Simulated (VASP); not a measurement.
Input of a VASP 6.6.1 run:

File POSCAR:

```
GaSb
1.0
    0.0000000000      3.1354750000      3.2119500000
    3.1354750000      0.0000000000      3.2119500000
    3.1354750000      3.1354750000      0.0000000000
Ga Sb
1 1
Direct
    0.0000000000      0.0000000000      0.0000000000
    0.7500000000      0.7500000000      0.7500000000
```

File INCAR.step1:

```
SYSTEM = GaSb
  ALGO = Normal
  EDIFF = 1E-4
  ENCUT = 520
  GGA = PE
  ISMEAR = 0
  LASPH = .True.
  LCHARG = .False.
  LREAL = .False.
  LWAVE = .True.
  NBANDS = 16
  NELM = 100
  PREC = Accurate
  SIGMA = 0.05
```

File INCAR.step2:

```
SYSTEM = GaSb
  ALGO = Normal
  EDIFF = 1E-6
  ENCUT = 520
  ISIF = 2
  ISMEAR = 0
  ISTART = 1
  LASPH = .True.
  LCHARG = .False.
  LMIXTAU = .True.
  LREAL = .False.
  LWAVE = .False.
  METAGGA = R2SCAN
  NBANDS = 16
  NELM = 100
  PREC = Accurate
  SIGMA = 0.05
```

The input KPOINTS:

```
k-points
0
Gamma
  10 10 10
  0 0 0
```

Potentials or basis: VASP PAW PBE potentials, release 64 (Ga_d, Sb).

Command:

```bash
$ cat potpaw_PBE.64/Ga_d/POTCAR potpaw_PBE.64/Sb/POTCAR > POTCAR
$ cp INCAR.step1 INCAR
$ mpirun -np 1 vasp_std > vasp.out
$ cp INCAR.step2 INCAR
$ mpirun -np 1 vasp_std > vasp.out
```

Task: Predict the pressure.

Result: -3.8 GPa.

Task: Predict the band gap on the k mesh.

Result: Zero (filled and empty bands touch).

Stress tensor (GPa, compression positive):
```
-3.46  0.00  0.00
 0.00 -3.46  0.00
 0.00  0.00 -4.61
```

Caveat: the cell differs from its parent crystal (strain +0.025 along x and y, +0.050 along z); the cell stands under tension; semilocal functionals underestimate gaps, so a narrow gap can read as zero; the PAW data sets were made with another functional, which shifts forces and pressure a little; spin-orbit coupling is left out, which moves the levels of the heavy elements.
